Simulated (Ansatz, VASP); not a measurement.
# Two plane-wave programs on ZrBr5

```
Zr Br
1.0
     5.10447    0.00000    0.00000
    -2.55224    4.42060    0.00000
     0.00000    0.00000    9.16773
Zr Br
1 5
Direct
  0.00000 0.00000 0.00000
  0.33333 0.66667 0.50000
  0.66667 0.33333 0.50000
  0.00000 0.00000 0.50000
  0.00000 0.00000 0.74821
  0.00000 0.00000 0.25179
```

Alike in both runs: task relaxation of cell and atoms; functional PBE; k mesh 6 × 6 × 2; occupations gaussian, width 0.1 eV; no spin polarisation.

|  | VASP | Ansatz |
| --- | --- | --- |
| version | VASP 6.6.1 | Ansatz 0.2.0 |
| potentials or method | VASP PAW PBE potentials, release 64 (Zr_sv, Br), cutoff 600 eV | scalar-relativistic, plane waves, PAW |
| valence electrons in the cell | 47 | 47 |

```tsv
	VASP	Ansatz	Ansatz less VASP
gap on the k mesh at the Fermi level, each at its own relaxed structure (eV)	none	none	-
relaxed volume (Å³/atom)	49.44	49.97	+0.531
relaxed length of the cell vector where the two differ most in proportion (Å)	12.933	13.084	+0.1507
```

A gap of «none» marks a metal or a gap that the smearing closes.

Noted on VASP's run: the volume moved by over 15 % at a fixed basis, so the end points are rough.
